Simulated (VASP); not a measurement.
Runs of VASP 6.6.1 on Pd. The structure is that of space group Fm-3m (No. 225), or close to it. The cells are those of the table. 

```csv
cell,k mesh,gap on the mesh (eV),pressure (GPa)
"a = 2.677, b = 2.636, c = 2.636 Å, angles 61.0, 59.5, 59.5°, 1 atom",16 × 16 × 16,none,38.8
"a = 2.755, b = 2.782, c = 2.778 Å, angles 59.6, 59.7, 59.7°, 1 atom",16 × 16 × 16,none,(b)
"a = 2.762 Å, angles 60.0°, 1 atom",18 × 18 × 18,none,4.6
"a = 2.751 Å, angles 60.0°, 1 atom",16 × 16 × 16,none,7.4
"a = 2.843, b = 2.846, c = 2.854 Å, angles 60.3, 60.3, 59.7°, 1 atom",16 × 16 × 16,none,(a)
```

Alike in all rows: task single point; level PBE; potentials or basis VASP PAW PBE potentials, release 64 (Pd); no spin polarisation; cutoff (eV) 520; smearing gaussian 0.1 eV.

Problem. Fill in the values left out.

Solution. (a) -9.2; (b) 4.5.

Caveats: the cell stands under pressure (at least some runs); the cell stands under tension (at least some runs).

A k mesh can miss the band edges, and the runs leave out spin-orbit coupling on Pd.

A gap of «none» marks levels without a gap at the run's occupations.
